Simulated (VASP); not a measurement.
Set up this calculation in VASP 6.6.1, as the native input.

- Task: relaxation of cell and atoms
- Functional: PBE
- Potentials or basis: VASP PAW PBE potentials, release 64 (Cu, O)
- Cutoff: 600 eV
- k mesh: 6 × 6 × 5
- Occupations: fermi-dirac, width 0.05 eV
- Spin: no spin polarisation
- Dipole correction: no
- Further INCAR settings: ALGO = Normal; EDIFF = 1e-07; IBRION = 2; EDIFFG = -0.005; NSW = 80; ISIF = 3

The structure of CuO lies in POSCAR:

```
CuO
1.0
    3.4220509700      0.0000000000      0.0000000000
    0.0000000000      3.4220509700      0.0000000000
    0.0000000000      0.0000000000      4.2604614800
Cu O
2 2
Direct
    0.0000000000      0.5000000000      0.0000000000
    0.5000000000      0.0000000000      0.5000000000
    0.0000000000      0.0000000000      0.2500000000
    0.0000000000      0.0000000000      0.7500000000
```

The input as run:

INCAR

```
SYSTEM = CuO
ALGO     = Normal         ! electronic algorithm
EDIFF    = 1E-7           ! SCF threshold, eV
EDIFFG   = -0.005         ! ionic threshold
ENCUT    = 600            ! plane-wave cutoff, eV
GGA      = PE             ! functional
IBRION   = 2              ! ionic algorithm
ISIF     = 3              ! what is computed and relaxed
ISMEAR   = -1             ! smearing method
LASPH    = .True.         ! aspherical terms in the spheres
LCHARG   = .False.        ! write CHGCAR
LREAL    = .False.        ! projectors in reciprocal space
LWAVE    = .False.        ! write WAVECAR
NELM     = 60             ! most SCF steps
NSW      = 80             ! ionic steps
PREC     = Accurate       ! precision mode
SIGMA    = 0.05           ! smearing width, eV
```

KPOINTS

```
k-points
0
Gamma
  6 6 5
  0 0 0
```

Potentials or basis: VASP PAW PBE potentials, release 64 (Cu, O).

Command:

```bash
$ cat potpaw_PBE.64/Cu/POTCAR potpaw_PBE.64/O/POTCAR > POTCAR
$ mpirun -np 1 vasp_std > vasp.out
```

Results of the run:

The relaxed volume is 11.24 Å³/atom. The relaxed cell is a = 2.957 Å, b = 2.957 Å, c = 5.142 Å, α = 90.00°, β = 90.00°, γ = 90.00°. The space group after relaxing (to 0.1 Å) is P4_2/mmc (No. 131) and the energy gained by relaxing is 364.1 meV/atom. The ionic steps are 9 and the pressure after relaxing is 0.0 GPa. The band gap on the k mesh is zero (bands 17 and 18 overlap by 0.88 eV).

Caveat: a cell axis changed by over 15 % at a fixed basis, so the end point is rough; semilocal functionals often make such compounds metallic where correlation or magnetic order opens a gap, which also shifts bond lengths.

It took 120 s on 1 thread of Intel(R) Xeon(R) 6975P-C (Granite Rapids), on a shared host, peak memory 0.19 GiB.
